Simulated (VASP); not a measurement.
Input of a VASP 6.6.1 run:

The input INCAR:

```
SYSTEM = Ge2H
PREC     = Accurate       ! precision mode
ENCUT    = 520            ! plane-wave cutoff, eV
EDIFF    = 1E-6           ! SCF threshold, eV
ISMEAR   = 0              ! smearing method
SIGMA    = 0.1            ! smearing width, eV
LREAL    = Auto         
LASPH    = .True.         ! aspherical terms in the spheres
NELM     = 100            ! most SCF steps
ALGO     = Normal         ! electronic algorithm
ISIF     = 2              ! what is computed and relaxed
LWAVE    = .False.        ! write WAVECAR
LCHARG   = .True.         ! write CHGCAR
LDIPOL   = .True.       
IDIPOL   = 3            
DIPOL    = 0.5 0.5 0.499
GGA      = PE             ! functional
IVDW     = 12             ! dispersion correction
LELF     = .True.         ! ELF
LVHAR    = .True.       
LVACPOTAV= .True.       
NBANDS   = 134            ! bands
```

The input KPOINTS:

```
Automatic mesh
0
Gamma
  3 3 1
  0 0 0
```

The input POSCAR:

```
Ge2H
1.0
    8.0601468051      0.0000000000      0.0000000000
   -4.0300734025      6.9802918914      0.0000000000
    0.0000000000      0.0000000000     23.1731764426
Ge H
16 8
Direct
    0.6666666667      0.3333333333      0.4112513459
    0.6666666667      0.8333333333      0.4112513459
    0.1666666667      0.3333333333      0.4112513459
    0.1666666667      0.8333333333      0.4112513459
    0.5000000000      0.5000000000      0.4467508075
    0.5000000000      0.0000000000      0.4467508075
    0.0000000000      0.5000000000      0.4467508075
    0.0000000000      0.0000000000      0.4467508075
    0.0000000000      0.5000000000      0.5524081689
    0.0000000000      0.0000000000      0.5524081689
    0.5000000000      0.5000000000      0.5524081689
    0.5000000000      0.0000000000      0.5524081689
    0.8333333333      0.6666666667      0.5863592004
    0.8333333333      0.1666666667      0.5863592004
    0.3333333333      0.6666666667      0.5863592004
    0.3333333333      0.1666666667      0.5863592004
    0.6666666667      0.3333333333      0.3441908808
    0.6666666667      0.8333333333      0.3441908808
    0.1666666667      0.3333333333      0.3441908808
    0.1666666667      0.8333333333      0.3441908808
    0.8333333333      0.6666666667      0.6534831521
    0.8333333333      0.1666666667      0.6534831521
    0.3333333333      0.6666666667      0.6534831521
    0.3333333333      0.1666666667      0.6534831521
```

Potentials or basis: VASP PAW PBE potentials, release 64 (Ge_d, H).

Run with:

```console
$ cat potpaw_PBE.64/Ge_d/POTCAR potpaw_PBE.64/H/POTCAR > POTCAR
$ mpirun -np 1 vasp_std > vasp.out
```

Problem. What does it give for the largest force?

Solution. 0.239 eV/Å.

Problem. Predict the dispersion energy per atom.

Solution. -0.148 eV.

Problem. Estimate the band gap on the k mesh.

Solution. 0.69 eV.

Forces on the atoms (eV/Å):
```
Ge   0.000  0.000  0.214
Ge   0.000  0.000  0.214
Ge   0.000  0.000  0.214
Ge   0.000  0.000  0.214
Ge   0.000  0.000 -0.239
Ge   0.000  0.000 -0.239
Ge   0.000  0.000 -0.239
Ge   0.000  0.000 -0.239
Ge   0.000  0.000  0.002
Ge   0.000  0.000  0.002
Ge   0.000  0.000  0.002
Ge   0.000  0.000  0.002
Ge   0.000  0.000  0.027
Ge   0.000  0.000  0.027
Ge   0.000  0.000  0.027
Ge   0.000  0.000  0.027
H    0.000  0.000  0.023
H    0.000  0.000  0.023
H    0.000  0.000  0.023
H    0.000  0.000  0.023
H    0.000  0.000 -0.028
H    0.000  0.000 -0.028
H    0.000  0.000 -0.028
H    0.000  0.000 -0.028
```
